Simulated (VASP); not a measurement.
# Be2H (P-1) in VASP: notebook

Runs on Be2H. Level: PBE. Tasks: single point, relaxation of cell and atoms.

Everything below comes from runs of VASP 6.6.1. Logs are shortened: lines on timing, memory, paths and dates and some standing lists are left out, and cuts for length are marked.

## Step 1: The cell of the first run

The typed cell holds 6 atoms: a = 3.558 Å, b = 3.661 Å, c = 3.877 Å, α = 69.82°, β = 67.64°, γ = 68.39°.

The cell was built from a structure type or drawn by symmetry, and may not be a known phase.

## Step 2: Single point, PBE

File INCAR:

```
PREC = Accurate
ENCUT = 600
EDIFF = 1E-6
ISMEAR = 0
SIGMA = 0.1
LREAL = F
LASPH = T
NELM = 120
ALGO = Normal
ISIF = 2
LWAVE = F
LCHARG = F
GGA = PE
NBANDS = 14
GGA_COMPAT = F
```

File KPOINTS:

```
Automatic mesh
0
Gamma
  6 6 6
```

File POSCAR:

```
Be2H
1.0
    3.5581671543     -0.0183048311      0.0043221458
    1.3654161254      3.3964257927     -0.0256052341
    1.4749920310      0.8742533654      3.4767449621
Be H
4 2
Direct
    0.4833255612      0.8374888789      0.7988807983
    0.1881146657      0.7086656187      0.4407175534
    0.5166744388      0.1625111211      0.2011192017
    0.8118853343      0.2913343813      0.5592824466
    0.1496317426      0.5667165955      0.1464834538
    0.8503682574      0.4332834045      0.8535165462
```

Potentials or basis: VASP PAW PBE potentials, release 64 (Be, H).

The run is started by

```
> cat potpaw_PBE.64/Be/POTCAR potpaw_PBE.64/H/POTCAR > POTCAR
> mpirun -np 1 vasp_std > vasp.out
```

OUTCAR:

```text
PREC = Accurate
   ENCUT = 600
   EDIFF = 1E-6
   ISMEAR = 0
   LREAL = F
   LASPH = T
   NELM = 120
   ISIF = 2
   GGA = PE

 ion  position               nearest neighbor table
   1  0.483  0.837  0.799-   6 1.58   4 2.13   3 2.19   4 2.23   2 2.25   2 2.28   2 2.32   3 2.32

   2  0.188  0.709  0.441-   5 1.47   3 2.13   4 2.16   4 2.21   3 2.23   1 2.25   1 2.28   4 2.29
                             1 2.32
   3  0.517  0.163  0.201-   5 1.58   2 2.13   1 2.19   2 2.23   4 2.25   4 2.28   4 2.32   1 2.32

   4  0.812  0.291  0.559-   6 1.47   1 2.13   2 2.16   2 2.21   1 2.23   3 2.25   3 2.28   2 2.29
                             3 2.32
   5  0.150  0.567  0.146-   2 1.47   3 1.58
   6  0.850  0.433  0.854-   4 1.47   1 1.58

  LATTYP: Found a triclinic cell.
 ALAT       =     3.5582168632
 B/A-ratio  =     1.1405306891
 C/A-ratio  =     1.0894655388
 COS(alpha) =     0.0224382986
 COS(beta)  =     0.3804143745
 COS(gamma) =     0.5446486586

  Lattice vectors:

 A1 = (  -3.5581671543,   0.0183048311,  -0.0043221458)
 A2 = (  -2.1927510289,   3.4147306238,  -0.0299273799)
 A3 = (  -1.4749920310,  -0.8742533654,  -3.4767449621)

Analysis of symmetry for initial positions (statically):
=====================================================================
 Subroutine PRICEL returns:
 Original cell was already a primitive cell.

 Routine SETGRP: Setting up the symmetry group for a
 triclinic supercell.

 Subroutine GETGRP returns: Found  2 space group operations
 (whereof  2 operations were pure point group operations)
 out of a pool of  2 trial point group operations.

The static configuration has the point symmetry S_2 .

Analysis of symmetry for dynamics (positions and initial velocities):
=====================================================================
 Subroutine PRICEL returns:
 Original cell was already a primitive cell.

 Routine SETGRP: Setting up the symmetry group for a
 triclinic supercell.

 Subroutine GETGRP returns: Found  2 space group operations
 (whereof  2 operations were pure point group operations)
 out of a pool of  2 trial point group operations.

The dynamic configuration has the point symmetry S_2 .

 Subroutine INISYM returns: Found  2 space group operations
 (whereof  2 operations are pure point group operations),
 and found     1 'primitive' translations

----------------------------------------------------------------------------------------

                                     Primitive cell

  volume of cell :      42.1674

  direct lattice vectors                    reciprocal lattice vectors
     3.558167154 -0.018304831  0.004322146     0.280569726 -0.113475643 -0.090496039
     1.365416125  3.396425793 -0.025605234     0.001598863  0.293223413 -0.074411517
     1.474992031  0.874253365  3.476744962    -0.000337018  0.002300575  0.287189835

  length of vectors
     3.558216863  3.660700068  3.876554652     0.315888629  0.302522065  0.287199247

  position of ions in fractional coordinates (direct lattice)
     0.483325561  0.837488879  0.798880798
     0.188114666  0.708665619  0.440717553
     0.516674439  0.162511121  0.201119202
     0.811885334  0.291334381  0.559282447
     0.149631743  0.566716595  0.146483454
     0.850368257  0.433283405  0.853516546

  ion indices of the primitive-cell ions
   primitive index   ion index
                 1           1
                 2           2
                 3           3
                 4           4
                 5           5
                 6           6

----------------------------------------------------------------------------------------

 KPOINTS: Automatic mesh

Automatic generation of k-mesh.
 Grid dimensions read from file:
 generate k-points for:    6    6    6

 Generating k-lattice:

  Cartesian coordinates                     Fractional coordinates (reciprocal lattice)
     0.046761621 -0.018912607 -0.015082673     0.166666667  0.000000000  0.000000000
     0.000266477  0.048870569 -0.012401919     0.000000000  0.166666667 -0.000000000
    -0.000056170  0.000383429  0.047864973     0.000000000  0.000000000  0.166666667

  Length of vectors
     0.052648105  0.050420344  0.047866541

  Shift w.r.t. Gamma in fractional coordinates (k-lattice)
     0.000000000  0.000000000  0.000000000

 Subroutine IBZKPT returns following result:
 ===========================================

 Found    112 irreducible k-points:

 Following reciprocal coordinates:
            Coordinates               Weight
  0.000000  0.000000  0.000000      1.000000
  0.166667 -0.000000  0.000000      2.000000
  0.333333 -0.000000  0.000000      2.000000
  0.500000 -0.000000  0.000000      1.000000
 -0.000000  0.166667  0.000000      2.000000
  0.166667  0.166667  0.000000      2.000000
[... 16 lines left out ...]
  0.333333 -0.000000  0.166667      2.000000
  0.500000 -0.000000  0.166667      2.000000
 [... further k-points ...]
   k-points           NKPTS =    112   k-points in BZ     NKDIM =    112   number of bands    NBANDS=     14
   number of dos      NEDOS =    301   number of ions     NIONS =      6
   total plane-waves  NPLWV =  26880
   dimension x,y,z NGX =    28 NGY =   30 NGZ =   32
   dimension x,y,z NGXF=    56 NGYF=   60 NGZF=   64
   ions per type =               4   2
   NGX,Y,Z   is equivalent  to a cutoff of  13.08, 13.62, 13.72 a.u.
   NGXF,Y,Z  is equivalent  to a cutoff of  26.16, 27.25, 27.45 a.u.
 SYSTEM =  unknown system
   PREC   = accura    normal or accurate (medium, high low for compatibility)
   ISTART =      0    job   : 0-new  1-cont  2-samecut
   ICHARG =      2    charge: 1-file 2-atom 10-const
   ISPIN  =      1    spin polarized calculation?
   LNONCOLLINEAR =      F non collinear calculations
   LSORBIT =      F    spin-orbit coupling
   LASPH  =      T    aspherical Exc in radial PAW
   ENCUT  =  600.0 eV  44.10 Ry    6.64 a.u.   7.11  7.31  7.74*2*pi/ulx,y,z
   NELM   =    120;   NELMIN=  2; NELMDL= -5     # of ELM steps
   EDIFF  = 0.1E-05   stopping-criterion for ELM
   LREAL  =      F    real-space projection
   EDIFFG = 0.1E-04   stopping-criterion for IOM
   NSW    =      0    number of steps for IOM
   IBRION =     -1    ionic relax: 0-MD 1-quasi-New 2-CG
   NFREE  =      0    steps in history (QN), initial steepest desc. (CG)
   ISIF   =      2    stress and relaxation
   ISYM   =      2    0-nonsym 1-usesym 2-fastsym
   POTIM  = 0.5000    time-step for ionic-motion
   TEBEG  =    0.0;   TEEND  =   0.0 temperature during run
   PSTRESS=    0.0 pullay stress
   NELECT =      10.0000    total number of electrons
   NUPDOWN=      -1.0000    fix difference up-down
   EMIN   =  10.00;   EMAX   =-10.00  energy-range for DOS
   EFERMI =   0.00;   METHOD = LEGACY
   ISMEAR =     0;   SIGMA  =   0.10  broadening in eV -4-tet -1-fermi 0-gaus
   EFERMI_NEDOS =   21; number of points for ismear=-14 and -15
   IALGO  =     38    algorithm
   IMIX   =      4    mixing-type and parameters
     AMIX     =   0.40;   BMIX     =  1.00
     AMIX_MAG =   1.60;   BMIX_MAG =  1.00
  volume/ion in A,a.u.               =       7.03        47.43
  Fermi-wavevector in a.u.,A,eV,Ry     =   1.013326  1.914909 13.970870  1.026830
  Thomas-Fermi vector in A             =   2.146488
   LORBIT       =      0    0 simple, 1 ext, 2 COOP (PROOUT), +10 PAW based schemes
   GGA     = PE    functional components
   LHFCALC =     F    Hartree Fock is set to
   AEXX    =    0.0000 exact exchange contribution
   IVDW    =     0    specifies the selected vdW correction
   LEPSILON=     F    determine dielectric tensor
   LRPA    =     F    only Hartree local field effects (RPA)
 non-spin polarized calculation
 Gauss-broadening in eV      SIGMA  =   0.10
  energy-cutoff  :      600.00
  volume of cell :       42.17
 maximum number of plane-waves:      1424
   NGX = 15   NGY = 15   NGZ = 15

 number of electron      10.0000000 magnetization

 Free energy of the ion-electron system (eV)
  ---------------------------------------------------
  ext. energy  EPLUGINS =         0.00000000
  ---------------------------------------------------
  free energy    TOTEN  =       -20.23424773 eV

  energy without entropy =      -20.23233496  energy(sigma->0) =      -20.23329135

 E-fermi :   5.2105     XC(G=0): -10.1368

 val. band max:        5.1524023236   @ k =   0.3333   0.3333   0.5000
 cond. band min:       5.2447436810   @ k =   0.1667  -0.0000   0.5000
 fundamental gap:      0.0923413574
 Fermi energy:         5.2105491728

 k-point     1 :       0.0000    0.0000    0.0000
  band No.  band energies     occupation
      1      -6.6358      2.00000
      2       0.6063      2.00000
      3       1.8004      2.00000
      4       4.4866      2.00000
      5       5.9173      0.00000
      6       6.6106      0.00000
      7       7.0937      0.00000
      8       8.7377      0.00000
      9       9.8517      0.00000
     10      10.3022      0.00000
     11      11.2731      0.00000
     12      11.7046      0.00000
     13      13.8154      0.00000
     14      14.2517      0.00000

 k-point     2 :       0.1667   -0.0000    0.0000
  band No.  band energies     occupation
      1      -6.3238      2.00000
      2      -0.1389      2.00000
      3       1.6993      2.00000
      4       3.9414      2.00000
      5       4.9639      1.99951
      6       6.9534      0.00000
      7       7.7367      0.00000
      8       8.3630      0.00000
      9       9.5233      0.00000
     10      10.5204      0.00000
     11      12.2282      0.00000
     12      13.5031      0.00000
     13      14.4376      0.00000
     14      15.1833      0.00000

 k-point     3 :       0.3333   -0.0000    0.0000
  band No.  band energies     occupation
      1      -5.4090      2.00000
      2      -1.8355      2.00000
      3       0.9985      2.00000
      4       3.4072      2.00000
      5       5.5343      0.00000
      6       6.3275      0.00000
      7       7.1516      0.00000
      8       8.8043      0.00000
      9       9.4304      0.00000
     10      11.4336      0.00000
     11      14.0878      0.00000
     12      14.3072      0.00000
     13      16.4346      0.00000
     14      16.9647      0.00000

 k-point     4 :       0.5000   -0.0000    0.0000
  band No.  band energies     occupation
      1      -4.2937      2.00000
      2      -3.3556      2.00000
      3       0.7318      2.00000
      4       3.3701      2.00000
      5       5.0448      1.98092
      6       6.7118      0.00000
      7       7.7558      0.00000
      8       7.8540      0.00000
      9      10.5300      0.00000
     10      11.5221      0.00000
     11      13.1765      0.00000
     12      14.1051      0.00000
     13      18.3095      0.00000
     14      18.3625      0.00000

 k-point     5 :      -0.0000    0.1667    0.0000
  band No.  band energies     occupation
      1      -6.3880      2.00000
      2       0.4500      2.00000
      3       0.8119      2.00000
      4       4.2702      2.00000
      5       5.0655      1.95983
      6       7.1986      0.00000
      7       7.8877      0.00000
      8       8.7235      0.00000
      9       9.4462      0.00000
     10      11.1985      0.00000
     11      11.3246      0.00000
[... 276 lines left out ...]
 k-point    22 :       0.1667   -0.0000    0.1667
  band No.  band energies     occupation
      1      -6.2457      2.00000
      2      -0.0356      2.00000
      3       1.2722      2.00000
      4       3.7835      2.00000
      5       4.3280      2.00000
      6       7.3893      0.00000
      7       8.3748      0.00000
      8       8.8500      0.00000
      9       9.7207      0.00000
     10      10.6209      0.00000
     11      11.0379      0.00000
     12      13.8591      0.00000
     13      14.5233      0.00000
     14      16.3937      0.00000

 k-point    23 :       0.3333   -0.0000    0.1667
  band No.  band energies     occupation
      1      -5.5017      2.00000
      2      -1.1499      2.00000
      3       0.7291      2.00000
      4       2.9476      2.00000
      5       3.9825      2.00000
      6       6.9171      0.00000
      7       7.8530      0.00000
      8       8.8206      0.00000
      9      10.1918      0.00000
     10      12.0553      0.00000
     11      13.3712      0.00000
     12      14.9925      0.00000
     13      15.9194      0.00000
     14      16.7615      0.00000

 k-point    24 :       0.5000   -0.0000    0.1667
  band No.  band energies     occupation
      1      -4.2864      2.00000
      2      -2.9782      2.00000
      3       0.0514      2.00000
      4       2.7540      2.00000
      5       5.6862      0.00000
      6       6.0022      0.00000
      7       7.2886      0.00000
      8       8.9552      0.00000
      9      11.5067      0.00000
     10      12.1184      0.00000
     11      13.1862      0.00000
     12      15.2261      0.00000
     13      17.3423      0.00000
     14      17.8202      0.00000

 [... further k-points ...]

------------------------ aborting loop because EDIFF is reached ----------------------------------------

  FORCE on cell =-STRESS in cart. coord.  units (eV):
  Direction    XX          YY          ZZ          XY          YZ          ZX
  --------------------------------------------------------------------------------------
  -------------------------------------------------------------------------------------
  Total        0.0365903     -0.0015711      0.0242335      0.0521622      0.0283607     -0.0112626
  in kB        1.3902722     -0.0596965      0.9207686      1.9819372      1.0775842     -0.4279314
  external PRESSURE =       0.7504481 kB  Pullay stress =       0.0000000 kB

 VOLUME and BASIS-vectors are now :
 -----------------------------------------------------------------------------
  energy-cutoff  :      600.00
  volume of cell :       42.17
      direct lattice vectors                 reciprocal lattice vectors
     3.558167154 -0.018304831  0.004322146     0.280569726 -0.113475643 -0.090496039
     1.365416125  3.396425793 -0.025605234     0.001598863  0.293223413 -0.074411517
     1.474992031  0.874253365  3.476744962    -0.000337018  0.002300575  0.287189835

 POSITION                                       TOTAL-FORCE (eV/Angst)
 -----------------------------------------------------------------------------------
      4.04162      3.53405      2.75815        -0.008136     -0.004413     -0.003468
      2.28702      2.78879      1.51493        -0.008281      0.008539     -0.000450
      2.35696      0.71833      0.69731         0.008136      0.004413      0.003468
      4.11155      1.46359      1.94053         0.008281     -0.008539      0.000450
      1.52228      2.05014      0.49542        -0.021895     -0.008322      0.011432
      4.87629      2.20224      2.96004         0.021895      0.008322     -0.011432
 -----------------------------------------------------------------------------------
    total drift:                               -0.000000     -0.000000     -0.000000

  FREE ENERGIE OF THE ION-ELECTRON SYSTEM (eV)
  ---------------------------------------------------
  free  energy   TOTEN  =       -20.2342477346 eV

  energy  without entropy=      -20.2323349631  energy(sigma->0) =      -20.23329135
```

It took 39 s on 1 thread of Intel Xeon Platinum 8375C at 2.90GHz (Ice Lake), shared host; peak memory 0.21 GiB.

What came out:

```
Free energy            : -20.2342 eV
Pressure               : 0.1 GPa
Largest force          : 0.026 eV/Å
Band gap on the k mesh : zero (bands 5 and 6 overlap by 3.66 eV)
```

Forces in eV/Å, atoms in the order of the input:
```
Be  -0.008 -0.004 -0.003
Be  -0.008  0.009  0.000
Be   0.008  0.004  0.003
Be   0.008 -0.009  0.000
H   -0.022 -0.008  0.011
H    0.022  0.008 -0.011
```

Levels at points of the mesh, in eV from the Fermi level:
```
           k point  band 2  band 3  band 4  band 5  band 6  band 7  band 8  band 9
(0.00, 0.00, 0.00)   -4.60   -3.41   -0.72    0.71    1.40    1.88    3.53    4.64
(0.50, 0.00, 0.00)   -8.57   -4.48   -1.84   -0.17    1.50    2.55    2.64    5.32
(0.00, 0.50, 0.00)   -7.40   -4.95   -1.32   -0.07    1.06    2.38    3.85    6.59
(0.50, 0.50, 0.00)   -8.16   -4.46   -3.51   -2.61   -2.58    6.22    6.58    7.85
(0.00, 0.00, 0.50)   -8.92   -3.37   -1.20    0.23    0.73    3.55    4.74    5.83
(0.50, 0.00, 0.50)   -7.70   -5.63   -3.70   -2.89    1.64    4.62    6.68    7.84
(0.00, 0.50, 0.50)   -8.19   -5.50   -3.87   -2.58    1.99    6.23    6.42    7.03
(0.50, 0.50, 0.50)   -7.01   -4.70   -3.36   -1.95   -0.95    1.66    1.95    8.07
```

## Step 3: Relaxation of cell and atoms, PBE

This run uses another cell than the first one, of 6.98 Å³/atom.

File INCAR:

```
SYSTEM = Be2H
ALGO     = Normal         ! electronic algorithm
EDIFF    = 1E-7           ! SCF threshold, eV
EDIFFG   = -0.04          ! ionic threshold
ENCUT    = 600            ! plane-wave cutoff, eV
GGA      = PE             ! functional
GGA_COMPAT= .False.      
IBRION   = 2              ! ionic algorithm
ISIF     = 3              ! what is computed and relaxed
ISMEAR   = 0              ! smearing method
LASPH    = .True.         ! aspherical terms in the spheres
LCHARG   = .False.        ! write CHGCAR
LREAL    = .False.        ! projectors in reciprocal space
LWAVE    = .False.        ! write WAVECAR
NELM     = 120            ! most SCF steps
NELMIN   = 4            
NSW      = 90             ! ionic steps
PREC     = Accurate       ! precision mode
SIGMA    = 0.1            ! smearing width, eV
```

File KPOINTS:

```
k-points
0
Gamma
  6 6 6
  0 0 0
```

File POSCAR:

```
Be2H
1.0
    3.5698181272      0.0000000000      0.0000000000
    1.3871676388      3.3590637337      0.0000000000
    1.4801985311      0.8983332231      3.4944060851
Be H
4 2
Direct
    0.4811770801      0.8402249872      0.7984689330
    0.1898407011      0.7047733629      0.4415525976
    0.5188229199      0.1597750128      0.2015310670
    0.8101592989      0.2952266371      0.5584474024
    0.1462047122      0.5721296728      0.1459235515
    0.8537952878      0.4278703272      0.8540764485
```

Potentials or basis: VASP PAW PBE potentials, release 64 (Be, H).

The run is started by

```
> cat potpaw_PBE.64/Be/POTCAR potpaw_PBE.64/H/POTCAR > POTCAR
> mpirun -np 1 vasp_std > vasp.out
```

Run time: 72 s. Hardware: 1 thread of Intel Xeon Platinum 8375C at 2.90GHz (Ice Lake), shared host; peak memory 0.2 GiB.

It converged, with:

```yaml
Free_energy: -20.2334 eV
Relaxed_volume: 7.02 Å³/atom
Relaxed_cell: a = 3.564 Å, b = 3.663 Å, c = 3.879 Å, α = 69.42°, β = 67.65°, γ = 67.98°
Space_group_after_relaxing_to_0.1_Å: P-1 (No. 2)
Energy_gained_by_relaxing: 0.9 meV/atom
Ionic_steps: 4
Pressure_after_relaxing: 0.0 GPa
Largest_force_after_relaxing: 0.037 eV/Å
Band_gap_on_the_k_mesh: zero (bands 5 and 6 overlap by 3.68 eV)
```

Forces in eV/Å, atoms in the order of the input:
```
Be  -0.006 -0.035 -0.012
Be   0.009 -0.012 -0.005
Be   0.006  0.035  0.012
Be  -0.009  0.012  0.005
H   -0.007 -0.034 -0.003
H    0.007  0.034  0.003
```

Stress tensor (GPa, compression positive):
```
-0.15 -0.25  0.10
-0.25 -0.13 -0.15
 0.10 -0.15  0.29
```

Step by step:
```csv
step,energy change (eV),largest force (eV/Å),pressure (GPa),volume (Å³)
1,0.0000,0.0847,0.25,41.90
2,-0.0025,0.0554,0.14,41.97
3,-0.0043,0.0501,-0.07,42.09
4,-0.0053,0.0372,0.00,42.11
```

Final structure:
```yaml
crystal:
  lattice:
    - [3.56353, -0.00622, 0.00039]
    - [1.37882, 3.39302, -0.01617]
    - [1.47640, 0.88857, 3.47574]
  atoms:
    - { symbol: Be, position: [0.48247, 0.83909, 0.79924] }
    - { symbol: Be, position: [0.18708, 0.70874, 0.44118] }
    - { symbol: Be, position: [0.51753, 0.16091, 0.20076] }
    - { symbol: Be, position: [0.81292, 0.29126, 0.55882] }
    - { symbol: H, position: [0.14841, 0.57003, 0.14617] }
    - { symbol: H, position: [0.85159, 0.42997, 0.85383] }
```

Levels at points of the mesh, in eV from the Fermi level:
```tsv
k point	band 1	band 2	band 3	band 4	band 5	band 6	band 7	band 8	band 9
(0.00, 0.00, 0.00)	-11.90	-4.65	-3.41	-0.75	0.66	1.32	1.86	3.45	4.55
(0.50, 0.00, 0.00)	-9.57	-8.60	-4.53	-1.91	-0.21	1.48	2.46	2.56	5.31
(0.00, 0.50, 0.00)	-10.43	-7.46	-5.03	-1.42	-0.13	1.04	2.28	3.78	6.60
(0.50, 0.50, 0.00)	-8.59	-8.22	-4.49	-3.54	-2.68	-2.66	6.31	6.62	7.85
(0.00, 0.00, 0.50)	-10.10	-8.98	-3.41	-1.24	0.20	0.65	3.53	4.68	5.73
(0.50, 0.00, 0.50)	-9.11	-7.76	-5.70	-3.78	-2.96	1.55	4.65	6.64	7.79
(0.00, 0.50, 0.50)	-9.04	-8.27	-5.54	-3.91	-2.62	1.88	6.27	6.38	6.99
(0.50, 0.50, 0.50)	-9.46	-7.06	-4.75	-3.40	-1.96	-0.92	1.63	1.86	8.02
```
